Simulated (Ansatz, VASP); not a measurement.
# Two plane-wave programs on Na6TeP2

```
Na Te P
1.0
     5.91192    0.00000    0.00000
     0.00000    5.91192    0.00000
     0.00000    0.00000    7.54631
Na Te P
6 1 2
Direct
  0.00000 0.50000 0.19615
  0.50000 0.00000 0.19615
  0.00000 0.50000 0.80385
  0.50000 0.00000 0.80385
  0.50000 0.50000 0.50000
  0.00000 0.00000 0.50000
  0.00000 0.00000 0.00000
  0.50000 0.50000 0.13747
  0.50000 0.50000 0.86253
```

Change from the starting cell: species swapped into the BaCu6As2 type (P4/mmm, No. 123).

Alike in both runs: functional PBE; k mesh 4 × 4 × 2; occupations gaussian, width 0.1 eV; no spin polarisation.

Ansatz relaxed the structure, and its values are those at the end. VASP's run is a single point on that final structure, the one shown.

|  | VASP | Ansatz |
| --- | --- | --- |
| version | VASP 6.6.1 | Ansatz 0.2.0 |
| potentials or method | VASP PAW PBE potentials, release 64 (Na_pv, Te, P), cutoff 520 eV | scalar-relativistic, plane waves, PAW |
| valence electrons in the cell | 58 | 80 |

```csv
,VASP,Ansatz,Ansatz less VASP
gap on the k mesh at the Fermi level (eV),none,none,-
pressure (GPa),0.0,0.0,+0.02
rms of the force components (eV/Å),0.026,0.010,-0.0166
```

A gap of «none» marks a metal or a gap that the smearing closes. With one functional, cell and mesh, what is left measures potentials, basis and numerics. VASP's potentials hold 58 valence electrons a cell and Ansatz's 80, so a difference there can come from the potentials and not from the codes.

The k mesh is coarse, so the values compare programs but aren't converged. Spin-orbit coupling is off throughout.
